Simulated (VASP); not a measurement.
# MnO2 (P4_2/mnm) in VASP: single point with PBE+D3(BJ)

Aim: the single point of MnO2 with PBE+D3(BJ).

Program: VASP 6.6.1. These are calculated values, not measurements. Logs are shortened: lines on timing, memory, paths and dates and some standing lists are left out, and cuts for length are marked.

## (1) The cell of the first run

It takes space group P4_2/mnm (No. 136, tetragonal). The conventional cell has a = 4.429 Å, b = 4.429 Å, c = 2.869 Å, α = 90.00°, β = 90.00°, γ = 90.00°. Mn (site symmetry mmm) has 6 O at 1.88 to 1.91 Å within 2.5 Å. O (site symmetry m2m) has 3 Mn at 1.88 to 1.91 Å and 1 O at 2.44 Å within 2.5 Å.

## (2) Single point, PBE+D3(BJ), collinear spin, ferromagnetic start

INCAR

```
SYSTEM = MnO2
PREC = Accurate ; ENCUT = 520
EDIFF = 1E-6 ; ISMEAR = 0
SIGMA = 0.1 ; LREAL = .False.
LASPH = .True. ; NELM = 150
ALGO = Normal ; ISIF = 2
LWAVE = .False. ; LCHARG = .True.
ISPIN = 2 ; MAGMOM = 2.63 2.63 0 0 0 0
LORBIT = 11 ; LMAXMIX = 4
GGA = PE ; IVDW = 12
LELF = .True. ; LVHAR = .True.
NBANDS = 38
```

KPOINTS

```
Automatic mesh
0
Gamma
  8 8 12
  0 0 0
```

POSCAR

```
MnO2
1.0
    4.4289742489      0.0000000000      0.0000000000
    0.0000000000      4.4289742489      0.0000000000
    0.0000000000      0.0000000000      2.8688843352
Mn O
2 4
Direct
    0.0000000000      0.0000000000      0.0000000000
    0.5000000000      0.5000000000      0.5000000000
    0.3051095803      0.3051095803      0.0000000000
    0.1948904197      0.8051095803      0.5000000000
    0.6948904197      0.6948904197      0.0000000000
    0.8051095803      0.1948904197      0.5000000000
```

Potentials or basis: VASP PAW PBE potentials, release 64 (Mn_pv, O).

Started as:

```console
$ cat potpaw_PBE.64/Mn_pv/POTCAR potpaw_PBE.64/O/POTCAR > POTCAR
$ mpirun -np 1 vasp_std > vasp.out
```

OUTCAR:

```text
SYSTEM = MnO2
   PREC = Accurate
   ENCUT = 520
   EDIFF = 1E-6
   ISMEAR = 0
   LREAL = .False.
   LASPH = .True.
   NELM = 150
   ISIF = 2
   ISPIN = 2
   LORBIT = 11
   GGA = PE
   IVDW = 12
 IVDW          = 12

 ion  position               nearest neighbor table
   1  0.000  0.000  0.000-   4 1.88   6 1.88   4 1.88   6 1.88   5 1.91   3 1.91
   2  0.500  0.500  0.500-   3 1.88   5 1.88   3 1.88   5 1.88   4 1.91   6 1.91
   3  0.305  0.305  0.000-   2 1.88   2 1.88   1 1.91
   4  0.195  0.805  0.500-   1 1.88   1 1.88   2 1.91
   5  0.695  0.695  0.000-   2 1.88   2 1.88   1 1.91
   6  0.805  0.195  0.500-   1 1.88   1 1.88   2 1.91

  LATTYP: Found a simple tetragonal cell.
 ALAT       =     4.4289742489
 C/A-ratio  =     0.6477536725

  Lattice vectors:

 A1 = (   4.4289742489,   0.0000000000,   0.0000000000)
 A2 = (   0.0000000000,   4.4289742489,   0.0000000000)
 A3 = (   0.0000000000,   0.0000000000,   2.8688843352)

Analysis of symmetry for initial positions (statically):
=====================================================================
 Subroutine PRICEL returns:
 Original cell was already a primitive cell.

 Routine SETGRP: Setting up the symmetry group for a
 simple tetragonal supercell.

 Subroutine GETGRP returns: Found 16 space group operations
 (whereof  8 operations were pure point group operations)
 out of a pool of 16 trial point group operations.

The static configuration has the point symmetry D_2h.
 The point group associated with its full space group is D_4h.

Analysis of symmetry for dynamics (positions and initial velocities):
=====================================================================
 Subroutine PRICEL returns:
 Original cell was already a primitive cell.

 Routine SETGRP: Setting up the symmetry group for a
 simple tetragonal supercell.

 Subroutine GETGRP returns: Found 16 space group operations
 (whereof  8 operations were pure point group operations)
 out of a pool of 16 trial point group operations.

The dynamic configuration has the point symmetry D_2h.
 The point group associated with its full space group is D_4h.

Analysis of structural, dynamic, and magnetic symmetry:
=====================================================================
 Subroutine PRICEL returns:
 Original cell was already a primitive cell.

 Routine SETGRP: Setting up the symmetry group for a
 simple tetragonal supercell.

 Subroutine GETGRP returns: Found 16 space group operations
 (whereof  8 operations were pure point group operations)
 out of a pool of 16 trial point group operations.

The overall configuration has the point symmetry D_2h.
 The point group associated with its full space group is D_4h.

 Subroutine INISYM returns: Found 16 space group operations
 (whereof  8 operations are pure point group operations),
 and found     1 'primitive' translations

----------------------------------------------------------------------------------------

                                     Primitive cell

  volume of cell :      56.2755

  direct lattice vectors                    reciprocal lattice vectors
     4.428974249  0.000000000  0.000000000     0.225785914  0.000000000  0.000000000
     0.000000000  4.428974249  0.000000000     0.000000000  0.225785914  0.000000000
     0.000000000  0.000000000  2.868884335     0.000000000  0.000000000  0.348567556

  length of vectors
     4.428974249  4.428974249  2.868884335     0.225785914  0.225785914  0.348567556

  position of ions in fractional coordinates (direct lattice)
     0.000000000  0.000000000  0.000000000
     0.500000000  0.500000000  0.500000000
     0.305109580  0.305109580  0.000000000
     0.194890420  0.805109580  0.500000000
     0.694890420  0.694890420  0.000000000
     0.805109580  0.194890420  0.500000000

  ion indices of the primitive-cell ions
   primitive index   ion index
                 1           1
                 2           2
                 3           3
                 4           4
                 5           5
                 6           6

----------------------------------------------------------------------------------------

 KPOINTS: Automatic mesh

Automatic generation of k-mesh.
 Grid dimensions read from file:
 generate k-points for:    8    8   12

 Generating k-lattice:

  Cartesian coordinates                     Fractional coordinates (reciprocal lattice)
     0.028223239  0.000000000  0.000000000     0.125000000  0.000000000  0.000000000
     0.000000000  0.028223239  0.000000000     0.000000000  0.125000000  0.000000000
     0.000000000  0.000000000  0.029047296     0.000000000  0.000000000  0.083333333

  Length of vectors
     0.028223239  0.028223239  0.029047296

  Shift w.r.t. Gamma in fractional coordinates (k-lattice)
     0.000000000  0.000000000  0.000000000

 Subroutine IBZKPT returns following result:
 ===========================================

 Found    105 irreducible k-points:

 Following reciprocal coordinates:
            Coordinates               Weight
  0.000000  0.000000  0.000000      1.000000
  0.125000  0.000000  0.000000      4.000000
  0.250000  0.000000  0.000000      4.000000
  0.375000  0.000000  0.000000      4.000000
  0.500000  0.000000  0.000000      2.000000
  0.125000  0.125000  0.000000      4.000000
[... 16 lines left out ...]
  0.375000  0.125000  0.083333     16.000000
  0.500000  0.125000  0.083333      8.000000
 [... further k-points ...]
   k-points           NKPTS =    105   k-points in BZ     NKDIM =    105   number of bands    NBANDS=     38
   number of dos      NEDOS =    301   number of ions     NIONS =      6
   total plane-waves  NPLWV =  31104
   dimension x,y,z NGX =    36 NGY =   36 NGZ =   24
   dimension x,y,z NGXF=    72 NGYF=   72 NGZF=   48
   ions per type =               2   4
   NGX,Y,Z   is equivalent  to a cutoff of  13.51, 13.51, 13.91 a.u.
   NGXF,Y,Z  is equivalent  to a cutoff of  27.03, 27.03, 27.82 a.u.
 SYSTEM =  MnO2
   PREC   = accura    normal or accurate (medium, high low for compatibility)
   ISTART =      0    job   : 0-new  1-cont  2-samecut
   ICHARG =      2    charge: 1-file 2-atom 10-const
   ISPIN  =      2    spin polarized calculation?
   LNONCOLLINEAR =      F non collinear calculations
   LSORBIT =      F    spin-orbit coupling
   LASPH  =      T    aspherical Exc in radial PAW
   ENCUT  =  520.0 eV  38.22 Ry    6.18 a.u.   8.23  8.23  5.33*2*pi/ulx,y,z
   NELM   =    150;   NELMIN=  2; NELMDL= -5     # of ELM steps
   EDIFF  = 0.1E-05   stopping-criterion for ELM
   LREAL  =      F    real-space projection
   EDIFFG = 0.1E-04   stopping-criterion for IOM
   NSW    =      0    number of steps for IOM
   IBRION =     -1    ionic relax: 0-MD 1-quasi-New 2-CG
   NFREE  =      0    steps in history (QN), initial steepest desc. (CG)
   ISIF   =      2    stress and relaxation
   ISYM   =      2    0-nonsym 1-usesym 2-fastsym
   POTIM  = 0.5000    time-step for ionic-motion
   TEBEG  =    0.0;   TEEND  =   0.0 temperature during run
   PSTRESS=    0.0 pullay stress
   NELECT =      50.0000    total number of electrons
   NUPDOWN=      -1.0000    fix difference up-down
   EMIN   =  10.00;   EMAX   =-10.00  energy-range for DOS
   EFERMI =   0.00;   METHOD = LEGACY
   ISMEAR =     0;   SIGMA  =   0.10  broadening in eV -4-tet -1-fermi 0-gaus
   EFERMI_NEDOS =   21; number of points for ismear=-14 and -15
   IALGO  =     38    algorithm
   IMIX   =      4    mixing-type and parameters
     AMIX     =   0.40;   BMIX     =  1.00
     AMIX_MAG =   1.60;   BMIX_MAG =  1.00
  volume/ion in A,a.u.               =       9.38        63.29
  Fermi-wavevector in a.u.,A,eV,Ry     =   1.573832  2.974111 33.700914  2.476947
  Thomas-Fermi vector in A             =   2.675057
   LORBIT       =     11    0 simple, 1 ext, 2 COOP (PROOUT), +10 PAW based schemes
   GGA     = PE    functional components
   LHFCALC =     F    Hartree Fock is set to
   AEXX    =    0.0000 exact exchange contribution
   IVDW    =    12    specifies the selected vdW correction
   LEPSILON=     F    determine dielectric tensor
   LRPA    =     F    only Hartree local field effects (RPA)
 spin polarized calculation
 Gauss-broadening in eV      SIGMA  =   0.10
  energy-cutoff  :      520.00
  volume of cell :       56.28
 maximum number of plane-waves:      1543
 NGX is ok and might be reduce to    36
   NGX = 17   NGY = 17   NGZ = 11

 number of electron      49.9999978 magnetization       5.9969592

 Free energy of the ion-electron system (eV)
  ---------------------------------------------------
  ext. energy  EPLUGINS =         0.00000000
  ---------------------------------------------------
  free energy    TOTEN  =       -47.70980868 eV

  energy without entropy =      -47.70870389  energy(sigma->0) =      -47.70925628

 E-fermi :   5.2973     XC(G=0): -11.9433

 val. band max:        5.2135322277   @ k =   0.2500   0.1250   0.5000
 cond. band min:       5.3748256850   @ k =   0.0000   0.0000   0.0000
 fundamental gap:      0.1612934573
 Fermi energy:         5.2973376633

 spin component 1

 k-point     1 :       0.0000    0.0000    0.0000
  band No.  band energies     occupation
      1     -45.5129      1.00000
      2     -45.5058      1.00000
      3     -45.4490      1.00000
      4     -45.4490      1.00000
      5     -45.3614      1.00000
      6     -45.3614      1.00000
[... 29 lines left out ...]
     36      18.8269      0.00000
     37      19.8970      0.00000

 k-point     2 :       0.1250    0.0000    0.0000
  band No.  band energies     occupation
      1     -45.5126      1.00000
      2     -45.5061      1.00000
      3     -45.4488      1.00000
      4     -45.4488      1.00000
      5     -45.3617      1.00000
      6     -45.3616      1.00000
[... 29 lines left out ...]
     36      18.8036      0.00000
     37      19.8833      0.00000
[... 838 lines left out ...]
     36      18.4770      0.00000
     37      20.2562      0.00000

 k-point    24 :       0.5000    0.1250    0.0833
  band No.  band energies     occupation
      1     -45.5166      1.00000
      2     -45.5166      1.00000
      3     -45.4467      1.00000
      4     -45.4467      1.00000
      5     -45.3623      1.00000
      6     -45.3623      1.00000
[... 29 lines left out ...]
     36      17.9001      0.00000
     37      20.6393      0.00000

 [... further k-points ...]

 spin component 2

 k-point     1 :       0.0000    0.0000    0.0000
  band No.  band energies     occupation
      1     -42.5359      1.00000
      2     -42.5272      1.00000
      3     -42.4739      1.00000
      4     -42.4739      1.00000
      5     -42.3720      1.00000
      6     -42.3720      1.00000
[... 29 lines left out ...]
     36      19.7519      0.00000
     37      20.3235      0.00000

 k-point     2 :       0.1250    0.0000    0.0000
  band No.  band energies     occupation
      1     -42.5355      1.00000
      2     -42.5275      1.00000
      3     -42.4735      1.00000
      4     -42.4735      1.00000
      5     -42.3723      1.00000
      6     -42.3723      1.00000
[... 29 lines left out ...]
     36      19.7050      0.00000
     37      20.3076      0.00000
[... 838 lines left out ...]
     36      19.1800      0.00000
     37      20.6854      0.00000

 k-point    24 :       0.5000    0.1250    0.0833
  band No.  band energies     occupation
      1     -42.5401      1.00000
      2     -42.5401      1.00000
      3     -42.4706      1.00000
      4     -42.4706      1.00000
      5     -42.3735      1.00000
      6     -42.3735      1.00000
[... 29 lines left out ...]
     36      18.5361      0.00000
     37      21.0592      0.00000

 [... further k-points ...]

 [bands above 37 left out]

------------------------ aborting loop because EDIFF is reached ----------------------------------------

 Edisp (eV)   -0.95805

 E8    (eV) :    -0.3447

  FORCE on cell =-STRESS in cart. coord.  units (eV):
  Direction    XX          YY          ZZ          XY          YZ          ZX
  --------------------------------------------------------------------------------------
  -------------------------------------------------------------------------------------
  Total       0.23828     0.23828     0.35641     0.00000     0.00000     0.00000
  in kB       6.78400     6.78400    10.14698     0.00000     0.00000     0.00000
  external pressure =        7.90 kB  Pullay stress =        0.00 kB

 VOLUME and BASIS-vectors are now :
 -----------------------------------------------------------------------------
  energy-cutoff  :      520.00
  volume of cell :       56.28
      direct lattice vectors                 reciprocal lattice vectors
     4.428974249  0.000000000  0.000000000     0.225785914  0.000000000  0.000000000
     0.000000000  4.428974249  0.000000000     0.000000000  0.225785914  0.000000000
     0.000000000  0.000000000  2.868884335     0.000000000  0.000000000  0.348567556

 POSITION                                       TOTAL-FORCE (eV/Angst)
 -----------------------------------------------------------------------------------
      0.00000      0.00000      0.00000         0.000000     -0.000000      0.000000
      2.21449      2.21449      1.43444         0.000000     -0.000000      0.000000
      1.35132      1.35132      0.00000        -0.021620     -0.021620     -0.000000
      0.86316      3.56581      1.43444         0.021620     -0.021620     -0.000000
      3.07765      3.07765      0.00000         0.021620      0.021620      0.000000
      3.56581      0.86316      1.43444        -0.021620      0.021620      0.000000
 -----------------------------------------------------------------------------------
    total drift:                               -0.000000      0.000000     -0.000000

  FREE ENERGIE OF THE ION-ELECTRON SYSTEM (eV)
  ---------------------------------------------------
  free  energy   TOTEN  =       -48.6678620062 eV

  energy  without entropy=      -48.6667572141  energy(sigma->0) =      -48.66730961

 total charge

# of ion       s       p       d       tot
------------------------------------------
    1        0.349   6.458   4.888  11.694
    2        0.349   6.458   4.888  11.694
    3        1.569   3.459   0.000   5.028
    4        1.569   3.459   0.000   5.028
    5        1.569   3.459   0.000   5.028
    6        1.569   3.459   0.000   5.028
--------------------------------------------------
tot          6.972  26.754   9.775  43.501

 magnetization (x)

# of ion       s       p       d       tot
------------------------------------------
    1        0.017   0.028   2.654   2.699
    2        0.017   0.028   2.654   2.699
    3        0.001   0.094   0.000   0.095
    4        0.001   0.094   0.000   0.095
    5        0.001   0.094   0.000   0.095
    6        0.001   0.094   0.000   0.095
--------------------------------------------------
tot          0.038   0.434   5.307   5.779
```

It took 6.3 min on 1 thread of Intel Xeon 8259CL, shared host; peak memory 0.42 GiB.

Results:

```
Free energy                                           : -48.6679 eV
Pressure                                              : 0.8 GPa
Largest force                                         : 0.031 eV/Å
Band gap on the k mesh                                : zero (filled and empty bands overlap)
Net moment                                            : 6.00 μB per cell
Site moments                                          : Mn +2.70; O +0.10 μB
Valence electrons inside the program's atomic spheres : Mn 11.69; O 5.03
Dispersion energy per atom                            : -0.160 eV
```

Forces on the atoms (eV/Å):
```
Mn   0.000  0.000  0.000
Mn   0.000  0.000  0.000
O   -0.022 -0.022  0.000
O    0.022 -0.022  0.000
O    0.022  0.022  0.000
O   -0.022  0.022  0.000
```

Levels at points of the mesh, in eV from the Fermi level:
Spin up:
```
           k point  band 25  band 26  band 27  band 28  band 29  band 30  band 31  band 32
(0.00, 0.00, 0.00)    -1.27    -1.27    -0.70    -0.24    -0.21     2.69     2.69     3.36
(0.50, 0.00, 0.00)    -1.45    -1.45    -0.74    -0.74     2.13     2.13     2.46     2.46
(0.50, 0.50, 0.00)    -2.16    -2.16    -0.09    -0.09     1.38     1.38     2.65     2.65
(0.00, 0.00, 0.50)    -1.16    -1.16    -0.22    -0.22     1.22     1.22     1.71     1.71
(0.50, 0.00, 0.50)    -1.99    -1.99    -0.11    -0.11     0.19     0.19     3.18     3.18
(0.50, 0.50, 0.50)    -1.10    -1.10    -0.77    -0.77     1.73     1.73     1.86     1.86
```
Spin down:
```
           k point  band 20  band 21  band 22  band 23  band 24  band 25
(0.00, 0.00, 0.00)    -0.97    -0.97    -0.40     0.08     0.39     0.55
(0.50, 0.00, 0.00)    -2.83    -1.21    -1.21     0.76     0.76     1.12
(0.50, 0.50, 0.00)    -2.50    -1.94    -1.94     0.10     0.10     0.56
(0.00, 0.00, 0.50)    -3.03    -2.40    -2.40     1.09     1.09     1.36
(0.50, 0.00, 0.50)    -2.94    -1.55    -1.55     0.27     0.27     1.10
(0.50, 0.50, 0.50)    -1.84    -1.49    -1.49     1.05     1.05     1.14
```

Caveat: semilocal functionals often make such compounds metallic where correlation or magnetic order opens a gap, which also shifts bond lengths; the run started ferromagnetic, and an antiferromagnetic order may lie lower in energy. With open d or f shells a metallic result of PBE can be an artefact of self-interaction; +U or a hybrid may open a gap.

The gap in the log of VASP goes by the Fermi energy; the results here count the filled bands.